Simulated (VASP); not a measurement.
A run of VASP 6.6.1 is set up as follows.

POSCAR

```
Ca
1.0
   -2.3646945100      2.3646945100      2.0099903335
    2.3646945100     -2.3646945100      2.0099903335
    2.3646945100      2.3646945100     -2.0099903335
Ca
1
Direct
    0.0000000000      0.0000000000      0.0000000000
```

Contents of INCAR.step1:

```
PREC = Accurate
ENCUT = 520
ISMEAR = 0
SIGMA = 0.15
LREAL = False
LASPH = True
NELM = 80
NBANDS = 11
GGA = PE
ALGO = Normal
EDIFF = 1E-4
LWAVE = True
LCHARG = False
```

Contents of INCAR.step2:

```
PREC = Accurate
ENCUT = 520
EDIFF = 1E-7
ISMEAR = 0
SIGMA = 0.15
LREAL = False
LASPH = True
NELM = 80
ALGO = Normal
ISIF = 2
LWAVE = False
LCHARG = True
METAGGA = R2SCAN
LMIXTAU = True
LELF = True
LVHAR = True
NBANDS = 11
ISTART = 1
```

File KPOINTS:

```
Automatic mesh
0
Gamma
  16 16 16
```

Potentials or basis: VASP PAW PBE potentials, release 64 (Ca_sv).

Command:

```sh
$ cat potpaw_PBE.64/Ca_sv/POTCAR > POTCAR
$ cp INCAR.step1 INCAR
$ mpirun -np 1 vasp_std > vasp.out
$ cp INCAR.step2 INCAR
$ mpirun -np 1 vasp_std > vasp.out
```

Task: Estimate the band gap on the k mesh.

Result: Zero (bands 5 and 6 overlap by 0.88 eV).

Task: What does it give for the pressure?

Result: -0.6 GPa.

Stress tensor (GPa, compression positive):
```
-1.09  0.00  0.00
 0.00 -1.09  0.00
 0.00  0.00  0.31
```

Caveat: the PAW data sets were made with another functional, which shifts forces and pressure a little.
